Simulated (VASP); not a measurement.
# Zr2PdS3 (P-4m2) in VASP: further runs

Zr2PdS3 is run at these levels: PBE; tasks: single point.

Program: VASP 6.6.1. These are calculated values, not measurements. Logs are shortened: lines on timing, memory, paths and dates and some standing lists are left out, and cuts for length are marked.

**1. The cell of the first run**

It takes space group P-4m2 (No. 115, tetragonal). Conventional cell: a = 3.956 Å, b = 3.956 Å, c = 6.580 Å, α = 90.00°, β = 90.00°, γ = 90.00°. Zr (site symmetry 2mm) has 2 Pd at 2.65 Å and 7 S at 2.65 to 2.82 Å within 3.5 Å. Pd (site symmetry -4m2) has 4 Zr at 2.65 Å and 8 S at 2.80 to 2.91 Å within 3.5 Å. Within 3.5 Å of S (site symmetry -4m2) lie 4 Zr at 2.65 Å and 4 Pd at 2.80 Å and 4 S at 2.91 Å. S (site symmetry 2mm) has 5 Zr at 2.69 to 2.82 Å and 2 Pd at 2.91 Å and 2 S at 2.91 Å within 3.5 Å.

**2. Single point, PBE**

Input file INCAR:

```
ALGO = Normal
EDIFF = 1E-6
ENCUT = 520
GGA = PE
ISIF = 2
ISMEAR = 0
LASPH = T
LCHARG = T
LELF = T
LREAL = F
LVHAR = T
LWAVE = F
NBANDS = 35
NELM = 80
PREC = Accurate
SIGMA = 0.1
```

Input file KPOINTS:

```
k-points
0
Gamma
  4 4 4
```

Input file POSCAR:

```
Zr2PdS3
1.0
    3.9556635700      0.0000000000      0.0000000000
    0.0000000000      3.9556635700      0.0000000000
    0.0000000000      0.0000000000      6.5799931600
Zr Pd S
2 1 3
Direct
    0.5000000000      0.0000000000      0.2671410100
    0.0000000000      0.5000000000      0.7328589900
    0.5000000000      0.5000000000      0.0000000000
    0.0000000000      0.0000000000      0.0000000000
    0.5000000000      0.0000000000      0.6756250300
    0.0000000000      0.5000000000      0.3243749700
```

Potentials or basis: VASP PAW PBE potentials, release 64 (Zr_sv, Pd, S).

The run is started by

```bash
> cat potpaw_PBE.64/Zr_sv/POTCAR potpaw_PBE.64/Pd/POTCAR potpaw_PBE.64/S/POTCAR > POTCAR
> mpirun -np 1 vasp_std > vasp.out
```

OUTCAR:

```text
EDIFF = 1E-6
   ENCUT = 520
   GGA = PE
   ISIF = 2
   ISMEAR = 0
   LASPH = T
   LREAL = F
   NELM = 80
   PREC = Accurate

 ion  position               nearest neighbor table
   1  0.500  0.000  0.267-   3 2.65   4 2.65   3 2.65   4 2.65   5 2.69   6 2.82   6 2.82   6 2.82
                             6 2.82
   2  0.000  0.500  0.733-   3 2.65   4 2.65   4 2.65   3 2.65   6 2.69   5 2.82   5 2.82   5 2.82
                             5 2.82
   3  0.500  0.500  0.000-   1 2.65   2 2.65   1 2.65   2 2.65   4 2.80   4 2.80   4 2.80   4 2.80
                             5 2.91   6 2.91   6 2.91   5 2.91
   4  0.000  0.000  0.000-   1 2.65   2 2.65   2 2.65   1 2.65   3 2.80   3 2.80   3 2.80   3 2.80

   5  0.500  0.000  0.676-   1 2.69   2 2.82   2 2.82   2 2.82   2 2.82   3 2.91   3 2.91
   6  0.000  0.500  0.324-   2 2.69   1 2.82   1 2.82   1 2.82   1 2.82   3 2.91   3 2.91

  LATTYP: Found a simple tetragonal cell.
 ALAT       =     3.9556635700
 C/A-ratio  =     1.6634359934

  Lattice vectors:

 A1 = (   3.9556635700,   0.0000000000,   0.0000000000)
 A2 = (   0.0000000000,   3.9556635700,   0.0000000000)
 A3 = (   0.0000000000,   0.0000000000,   6.5799931600)

Analysis of symmetry for initial positions (statically):
=====================================================================
 Subroutine PRICEL returns:
 Original cell was already a primitive cell.

 Routine SETGRP: Setting up the symmetry group for a
 simple tetragonal supercell.

 Subroutine GETGRP returns: Found  8 space group operations
 (whereof  8 operations were pure point group operations)
 out of a pool of 16 trial point group operations.

The static configuration has the point symmetry D_2d.

Analysis of symmetry for dynamics (positions and initial velocities):
=====================================================================
 Subroutine PRICEL returns:
 Original cell was already a primitive cell.

 Routine SETGRP: Setting up the symmetry group for a
 simple tetragonal supercell.

 Subroutine GETGRP returns: Found  8 space group operations
 (whereof  8 operations were pure point group operations)
 out of a pool of 16 trial point group operations.

The dynamic configuration has the point symmetry D_2d.

 Subroutine INISYM returns: Found  8 space group operations
 (whereof  8 operations are pure point group operations),
 and found     1 'primitive' translations

----------------------------------------------------------------------------------------

                                     Primitive cell

  volume of cell :     102.9590

  direct lattice vectors                    reciprocal lattice vectors
     3.955663570  0.000000000  0.000000000     0.252802085  0.000000000  0.000000000
     0.000000000  3.955663570  0.000000000     0.000000000  0.252802085  0.000000000
     0.000000000  0.000000000  6.579993160     0.000000000  0.000000000  0.151975842

  length of vectors
     3.955663570  3.955663570  6.579993160     0.252802085  0.252802085  0.151975842

  position of ions in fractional coordinates (direct lattice)
     0.500000000  0.000000000  0.267141010
     0.000000000  0.500000000  0.732858990
     0.500000000  0.500000000  0.000000000
     0.000000000  0.000000000  0.000000000
     0.500000000  0.000000000  0.675625030
     0.000000000  0.500000000  0.324374970

  ion indices of the primitive-cell ions
   primitive index   ion index
                 1           1
                 2           2
                 3           3
                 4           4
                 5           5
                 6           6

----------------------------------------------------------------------------------------

 KPOINTS: k-points

Automatic generation of k-mesh.
 Grid dimensions read from file:
 generate k-points for:    4    4    4

 Generating k-lattice:

  Cartesian coordinates                     Fractional coordinates (reciprocal lattice)
     0.063200521  0.000000000  0.000000000     0.250000000  0.000000000  0.000000000
     0.000000000  0.063200521  0.000000000     0.000000000  0.250000000  0.000000000
     0.000000000  0.000000000  0.037993960     0.000000000  0.000000000  0.250000000

  Length of vectors
     0.063200521  0.063200521  0.037993960

  Shift w.r.t. Gamma in fractional coordinates (k-lattice)
     0.000000000  0.000000000  0.000000000

 Subroutine IBZKPT returns following result:
 ===========================================

 Found     18 irreducible k-points:

 Following reciprocal coordinates:
            Coordinates               Weight
  0.000000  0.000000  0.000000      1.000000
  0.250000  0.000000  0.000000      4.000000
  0.500000  0.000000  0.000000      2.000000
  0.250000  0.250000  0.000000      4.000000
  0.500000  0.250000  0.000000      4.000000
  0.500000  0.500000  0.000000      1.000000
[... 10 lines left out ...]
  0.500000  0.250000  0.500000      4.000000
  0.500000  0.500000  0.500000      1.000000
   k-points           NKPTS =     18   k-points in BZ     NKDIM =     18   number of bands    NBANDS=     35
   number of dos      NEDOS =    301   number of ions     NIONS =      6
   total plane-waves  NPLWV =  45000
   dimension x,y,z NGX =    30 NGY =   30 NGZ =   50
   dimension x,y,z NGXF=    60 NGYF=   60 NGZF=  100
   ions per type =               2   1   3
   NGX,Y,Z   is equivalent  to a cutoff of  12.61, 12.61, 12.63 a.u.
   NGXF,Y,Z  is equivalent  to a cutoff of  25.22, 25.22, 25.27 a.u.
 SYSTEM =  unknown system
   PREC   = accura    normal or accurate (medium, high low for compatibility)
   ISTART =      0    job   : 0-new  1-cont  2-samecut
   ICHARG =      2    charge: 1-file 2-atom 10-const
   ISPIN  =      1    spin polarized calculation?
   LNONCOLLINEAR =      F non collinear calculations
   LSORBIT =      F    spin-orbit coupling
   LASPH  =      T    aspherical Exc in radial PAW
   ENCUT  =  520.0 eV  38.22 Ry    6.18 a.u.   7.35  7.35 12.23*2*pi/ulx,y,z
   NELM   =     80;   NELMIN=  2; NELMDL= -5     # of ELM steps
   EDIFF  = 0.1E-05   stopping-criterion for ELM
   LREAL  =      F    real-space projection
   EDIFFG = 0.1E-04   stopping-criterion for IOM
   NSW    =      0    number of steps for IOM
   IBRION =     -1    ionic relax: 0-MD 1-quasi-New 2-CG
   NFREE  =      0    steps in history (QN), initial steepest desc. (CG)
   ISIF   =      2    stress and relaxation
   ISYM   =      2    0-nonsym 1-usesym 2-fastsym
   POTIM  = 0.5000    time-step for ionic-motion
   TEBEG  =    0.0;   TEEND  =   0.0 temperature during run
   PSTRESS=    0.0 pullay stress
   NELECT =      52.0000    total number of electrons
   NUPDOWN=      -1.0000    fix difference up-down
   EMIN   =  10.00;   EMAX   =-10.00  energy-range for DOS
   EFERMI =   0.00;   METHOD = LEGACY
   ISMEAR =     0;   SIGMA  =   0.10  broadening in eV -4-tet -1-fermi 0-gaus
   EFERMI_NEDOS =   21; number of points for ismear=-14 and -15
   IALGO  =     38    algorithm
   IMIX   =      4    mixing-type and parameters
     AMIX     =   0.40;   BMIX     =  1.00
     AMIX_MAG =   1.60;   BMIX_MAG =  1.00
  volume/ion in A,a.u.               =      17.16       115.80
  Fermi-wavevector in a.u.,A,eV,Ry     =   1.303731  2.463694 23.126010  1.699714
  Thomas-Fermi vector in A             =   2.434713
   LORBIT       =      0    0 simple, 1 ext, 2 COOP (PROOUT), +10 PAW based schemes
   GGA     = PE    functional components
   LHFCALC =     F    Hartree Fock is set to
   AEXX    =    0.0000 exact exchange contribution
   IVDW    =     0    specifies the selected vdW correction
   LEPSILON=     F    determine dielectric tensor
   LRPA    =     F    only Hartree local field effects (RPA)
 non-spin polarized calculation
 Gauss-broadening in eV      SIGMA  =   0.10
  energy-cutoff  :      520.00
  volume of cell :      102.96
 maximum number of plane-waves:      2809
 NGX is ok and might be reduce to    30
   NGX = 15   NGY = 15   NGZ = 25

 number of electron      52.0000006 magnetization

 Free energy of the ion-electron system (eV)
  ---------------------------------------------------
  ext. energy  EPLUGINS =         0.00000000
  ---------------------------------------------------
  free energy    TOTEN  =       -40.94085924 eV

  energy without entropy =      -40.93294767  energy(sigma->0) =      -40.93690345

 E-fermi :  10.3532     XC(G=0): -11.4910

 val. band max:       10.3062359255   @ k =   0.0000   0.0000   0.2500
 cond. band min:      10.3849676838   @ k =   0.5000   0.2500   0.5000
 fundamental gap:      0.0787317582
 Fermi energy:        10.3532261893

 k-point     1 :       0.0000    0.0000    0.0000
  band No.  band energies     occupation
      1     -39.8965      2.00000
      2     -39.8907      2.00000
      3     -17.9859      2.00000
      4     -17.9477      2.00000
      5     -17.9477      2.00000
      6     -17.9305      2.00000
[... 27 lines left out ...]
     34      12.6772      0.00000
     35      13.0972      0.00000

 k-point     2 :       0.2500    0.0000    0.0000
  band No.  band energies     occupation
      1     -39.8939      2.00000
      2     -39.8898      2.00000
      3     -17.9904      2.00000
      4     -17.9815      2.00000
      5     -17.9646      2.00000
      6     -17.9412      2.00000
[... 27 lines left out ...]
     34      13.2252      0.00000
     35      13.4228      0.00000

 k-point     3 :       0.5000    0.0000    0.0000
  band No.  band energies     occupation
      1     -39.8903      2.00000
      2     -39.8900      2.00000
      3     -18.0349      2.00000
      4     -18.0238      2.00000
      5     -17.9340      2.00000
      6     -17.9329      2.00000
[... 27 lines left out ...]
     34      13.8840      0.00000
     35      13.9898      0.00000

 k-point     4 :       0.2500    0.2500    0.0000
  band No.  band energies     occupation
      1     -39.8916      2.00000
      2     -39.8887      2.00000
      3     -17.9898      2.00000
      4     -17.9876      2.00000
      5     -17.9736      2.00000
      6     -17.9598      2.00000
[... 27 lines left out ...]
     34      13.3938      0.00000
     35      13.4322      0.00000

 k-point     5 :       0.5000    0.2500    0.0000
  band No.  band energies     occupation
      1     -39.8886      2.00000
      2     -39.8884      2.00000
      3     -18.0295      2.00000
      4     -18.0181      2.00000
      5     -17.9674      2.00000
      6     -17.9643      2.00000
[... 410 lines left out ...]
 k-point    16 :       0.2500    0.2500    0.5000
  band No.  band energies     occupation
      1     -39.8904      2.00000
      2     -39.8899      2.00000
      3     -17.9952      2.00000
      4     -17.9847      2.00000
      5     -17.9773      2.00000
      6     -17.9710      2.00000
[... 27 lines left out ...]
     34      13.2729      0.00000
     35      13.5995      0.00000

 k-point    17 :       0.5000    0.2500    0.5000
  band No.  band energies     occupation
      1     -39.8886      2.00000
      2     -39.8884      2.00000
      3     -18.0305      2.00000
      4     -18.0186      2.00000
      5     -17.9711      2.00000
      6     -17.9688      2.00000
[... 27 lines left out ...]
     34      12.8615      0.00000
     35      13.9676      0.00000

 k-point    18 :       0.5000    0.5000    0.5000
  band No.  band energies     occupation
      1     -39.8869      2.00000
      2     -39.8869      2.00000
      3     -18.0173      2.00000
      4     -18.0132      2.00000
      5     -18.0037      2.00000
      6     -18.0028      2.00000
[... 27 lines left out ...]
     34      12.6377      0.00000
     35      14.0083      0.00000

------------------------ aborting loop because EDIFF is reached ----------------------------------------

  FORCE on cell =-STRESS in cart. coord.  units (eV):
  Direction    XX          YY          ZZ          XY          YZ          ZX
  --------------------------------------------------------------------------------------
  -------------------------------------------------------------------------------------
  Total        0.9506359      0.9506359      7.7570939      0.0000000      0.0000000      0.0000000
  in kB       14.7931495     14.7931495    120.7106231      0.0000000      0.0000000      0.0000000
  external PRESSURE =      50.0989740 kB  Pullay stress =       0.0000000 kB

 VOLUME and BASIS-vectors are now :
 -----------------------------------------------------------------------------
  energy-cutoff  :      520.00
  volume of cell :      102.96
      direct lattice vectors                 reciprocal lattice vectors
     3.955663570  0.000000000  0.000000000     0.252802085  0.000000000  0.000000000
     0.000000000  3.955663570  0.000000000     0.000000000  0.252802085  0.000000000
     0.000000000  0.000000000  6.579993160     0.000000000  0.000000000  0.151975842

 POSITION                                       TOTAL-FORCE (eV/Angst)
 -----------------------------------------------------------------------------------
      1.97783      0.00000      1.75779        -0.000000      0.000000      0.612718
      0.00000      1.97783      4.82221        -0.000000      0.000000     -0.612718
      1.97783      1.97783      0.00000        -0.000000     -0.000000      0.000000
      0.00000      0.00000      0.00000        -0.000000      0.000000      0.000000
      1.97783      0.00000      4.44561         0.000000      0.000000     -1.874233
      0.00000      1.97783      2.13439        -0.000000      0.000000      1.874233
 -----------------------------------------------------------------------------------
    total drift:                                0.000000      0.000000     -0.000000

  FREE ENERGIE OF THE ION-ELECTRON SYSTEM (eV)
  ---------------------------------------------------
  free  energy   TOTEN  =       -40.9408592363 eV

  energy  without entropy=      -40.9329476733  energy(sigma->0) =      -40.93690345
```

Run time: 67 s. Hardware: 1 thread of AMD EPYC 9R45 (Zen 5), shared host; peak memory 0.19 GiB.

What came out:

```yaml
Free_energy: -40.9409 eV
Pressure: 5.0 GPa
Largest_force: 1.874 eV/Å
Band_gap_on_the_k_mesh: zero (band 26 reaches 10.79 eV, above the bottom of band 27 at 9.76 eV)
```

Forces on the atoms (eV/Å):
```
Zr   0.000  0.000  0.613
Zr   0.000  0.000 -0.613
Pd   0.000  0.000  0.000
S    0.000  0.000  0.000
S    0.000  0.000 -1.874
S    0.000  0.000  1.874
```

Levels at points of the mesh, in eV from the Fermi level:
| k point | band 24 | band 25 | band 26 | band 27 | band 28 | band 29 |
| --- | --- | --- | --- | --- | --- | --- |
| (0.00, 0.00, 0.00) | -2.96 | -2.63 | -2.63 | 0.17 | 0.24 | 0.26 |
| (0.50, 0.00, 0.00) | -2.05 | -1.22 | 0.22 | 0.29 | 0.35 | 1.06 |
| (0.50, 0.50, 0.00) | -2.59 | -2.59 | -2.38 | 0.89 | 0.94 | 0.94 |
| (0.00, 0.00, 0.50) | -2.58 | -2.58 | -1.58 | -0.59 | -0.19 | 0.61 |
| (0.50, 0.00, 0.50) | -2.18 | -1.16 | 0.44 | 0.88 | 1.20 | 1.37 |
| (0.50, 0.50, 0.50) | -2.13 | -2.13 | -1.66 | -0.57 | 1.22 | 1.22 |

Caveat: the k points lie up to 0.40 Å⁻¹ apart; forces of over 1 eV/Å act on the atoms, so gaps and moduli don't describe the material at rest.

[end of part 1 of 2]
